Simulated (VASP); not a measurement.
CaZr:

```
CELL_PARAMETERS angstrom
3.29341 0.00000 0.00000
-1.64671 2.85218 0.00000
0.00000 0.00000 4.93834
ATOMIC_POSITIONS crystal
Ca 0.66667 0.33333 0.00000
Zr 0.00000 0.00000 0.50000
```

| Property | Result |
| --- | --- |
| Program | VASP 6.6.1 |
| Task | relaxation of cell and atoms |
| Functional | PBE |
| Potentials or basis | VASP PAW PBE potentials, release 64 (Ca_sv, Zr_sv) |
| Cutoff | 600 eV |
| k mesh | 6 × 6 × 4 |
| Occupations | gaussian, width 0.1 eV |
| Spin | no spin polarisation |

At the start: pressure 12.6 GPa; volume 23.19 Å³/atom.

Task: How do energy, volume and symmetry change on relaxing?

Result: Over 10 steps the energy falls by 259.9 meV/atom and the volume is 28.30 Å³/atom (+22.0 %); space group P-6m2 (No. 187, to 0.1 Å) before and after.

Step by step:
| step | energy change (eV) | largest force (eV/Å) | pressure (GPa) | volume (Å³) |
| --- | --- | --- | --- | --- |
| 1 | 0.0000 | 0.0000 | 12.60 | 46.39 |
| 2 | -0.4527 | 0.0000 | -2.14 | 59.62 |
| 3 | -0.4614 | 0.0000 | -0.80 | 57.64 |
| 4 | -0.4614 | 0.0000 | -0.98 | 57.88 |
| 5 | -0.4967 | 0.0000 | -0.49 | 57.06 |
| 6 | -0.5071 | 0.0000 | 1.35 | 55.19 |
| 7 | -0.5180 | 0.0000 | 0.40 | 56.10 |
| 8 | -0.5184 | 0.0000 | 0.56 | 55.94 |
| 9 | -0.5196 | 0.0000 | -0.10 | 56.79 |
| 10 | -0.5198 | 0.0000 | 0.06 | 56.59 |

Final structure:
```
Ca Zr
1.0
     3.33131    0.00000    0.00000
    -1.66565    2.88500    0.00000
     0.00000    0.00000    5.88860
Ca Zr
1 1
Direct
  0.66667 0.33333 0.00000
  0.00000 0.00000 0.50000
```

Caveat: the k points lie up to 0.36 Å⁻¹ apart in the final cell; the volume moved by over 15 % at a fixed basis, so the end points are rough.
